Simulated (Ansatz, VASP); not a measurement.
## One calculation of SnO2, two programs

```
CELL_PARAMETERS angstrom
4.75742 0.00000 0.00000
0.00000 4.75788 0.00000
0.00000 0.00000 3.19973
ATOMIC_POSITIONS crystal
Sn 0.50000 0.50000 0.50000
Sn 0.00000 0.00000 0.00000
O 0.30457 0.30656 0.00000
O 0.80457 0.19344 0.50000
O 0.19543 0.80656 0.50000
O 0.69543 0.69344 0.00000
```

Alike in both runs: functional r2SCAN; k mesh 4 × 4 × 6; occupations gaussian, width 0.1 eV; no spin polarisation.

Ansatz relaxed the structure, and its values are those at the end. VASP's run is a single point on that final structure, the one shown.

|  | VASP | Ansatz |
| --- | --- | --- |
| version | VASP 6.6.1 | Ansatz 0.2.0 |
| potentials or method | VASP PAW PBE potentials, release 64 (Sn_d, O), cutoff 520 eV | scalar-relativistic, plane waves, PAW |
| valence electrons in the cell | 52 | 52 |

```csv
,VASP,Ansatz,Ansatz less VASP
gap on the k mesh at the Fermi level (eV),1.80,1.79,-0.010
least direct gap on the mesh (eV),1.80,1.79,-0.010
pressure (GPa),1.3,0.0,-1.26
rms of the force components (eV/Å),0.011,0.024,+0.0129
```

VASP's potentials were made for PBE, not for r2SCAN.
